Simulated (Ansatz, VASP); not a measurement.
HOs: VASP beside Ansatz

```
H Os
1.0
     2.92180    0.00000    0.00000
    -1.46090    2.53036    0.00000
     0.00000    0.00000    4.80825
H Os
2 2
Direct
  0.33333 0.66667 0.00548
  0.66667 0.33333 0.50548
  0.33333 0.66667 0.37662
  0.66667 0.33333 0.87662
```

Alike in both runs: functional PBE; k mesh 18 × 18 × 10; occupations gaussian, width 0.1 eV; no spin polarisation.

Ansatz relaxed the structure, and its values are those at the end. VASP's run is a single point on that final structure, the one shown.

```csv
,VASP,Ansatz
version,VASP 6.6.1,Ansatz 0.2.0
potentials or method,"VASP PAW PBE potentials, release 64 (H, Os_sv_GW), cutoff 500 eV","scalar-relativistic, plane waves, PAW"
valence electrons in the cell,34,34
```

Ansatz gave:

* gap on the k mesh at the Fermi level (eV): none
* pressure (GPa): 0.0

What did VASP give for the same quantities?

gap on the k mesh at the Fermi level (eV): none; pressure (GPa): -2.1.

A gap of «none» marks a metal or a gap that the smearing closes.

Neither program's run includes spin-orbit coupling.
